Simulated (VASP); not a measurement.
Write the native input for VASP 6.6.1 that does the following.

```yaml
Task: single point
Functional: PBEsol
Potentials_or_basis: VASP PAW PBE potentials, release 64 (W_sv, Se)
Cutoff: 520 eV
k_mesh: 12 × 12 × 2
Occupations: gaussian, width 0.02 eV
Spin: no spin polarisation
Dipole_correction: no
Further_INCAR_settings: ALGO = Normal; EDIFF = 1e-06; NBANDS = 20
```

The structure of WSe2 lies in POSCAR:

```
WSe2
1.0
    3.2702227260      0.0000000000      0.0000000000
   -1.6351113630      2.8320959567      0.0000000000
    0.0000000000      0.0000000000     16.1616765116
W Se
1 2
Direct
    0.0000000000      0.0000000000      0.0000000000
    0.3333333333      0.6666666667      0.1034977084
    0.3333333333      0.6666666667      0.8965022916
```

These files were run (other wordings do the same):

INCAR

```
SYSTEM = WSe2
  PREC = Accurate
  ENCUT = 520
  EDIFF = 1E-6
  ISMEAR = 0
  SIGMA = 0.02
  LREAL = .False.
  LASPH = .True.
  NELM = 80
  ALGO = Normal
  ISIF = 2
  LWAVE = .False.
  LCHARG = .False.
  GGA = PS
  NBANDS = 20
```

KPOINTS

```
Automatic mesh
0
Gamma
  12 12 2
  0 0 0
```

Potentials or basis: VASP PAW PBE potentials, release 64 (W_sv, Se).

Command:

```sh
$ cat potpaw_PBE.64/W_sv/POTCAR potpaw_PBE.64/Se/POTCAR > POTCAR
$ mpirun -np 1 vasp_std > vasp.out
```

Results of the run:

```json
{
 "Largest force": "0.062 eV/Å",
 "Band gap on the k mesh": "1.69 eV"
}
```

Caveat: there is no dipole correction, which matters where the two faces differ; the PAW data sets were made with another functional, which shifts forces and pressure a little; spin-orbit coupling is left out, which moves the levels of the heavy elements.

It took 79 s on 1 thread of Intel(R) Xeon(R) 6975P-C (Granite Rapids), with other jobs on the host, peak memory 0.31 GiB.
